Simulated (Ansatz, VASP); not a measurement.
Two plane-wave programs on Au

```xyz
2
Lattice="0.0000 3.0800 3.0800 3.0800 0.0000 3.0800 3.0800 3.0800 0.0000" Properties=species:S:1:pos:R:3 pbc="T T T"
Au    0.7700    0.7700    0.7700
Au    5.3900    5.3900    5.3900
```

Alike in both runs: functional PBE; k mesh 10 × 10 × 10; occupations fermi-dirac, width 0.1 eV; no spin polarisation.

Ansatz relaxed the structure, and its values are those at the end. VASP's run is a single point on that final structure, the one shown.

|  | VASP | Ansatz |
| --- | --- | --- |
| version | VASP 6.6.1 | Ansatz 0.2.0 |
| potentials or method | VASP PAW PBE potentials, release 64 (Au), cutoff 520 eV | plane waves (420 eV) with PAW, scalar-relativistic |
| valence electrons in the cell | 22 | 38 |

```tsv
	VASP	Ansatz	Ansatz less VASP
pressure (GPa)	-0.1	0.0	+0.09
```

The functional is the same, so the differences come from potentials, cutoffs and numerics. VASP's potentials hold 22 valence electrons a cell and Ansatz's 38, so a difference there can come from the potentials and not from the codes.

Spin-orbit coupling is off throughout.
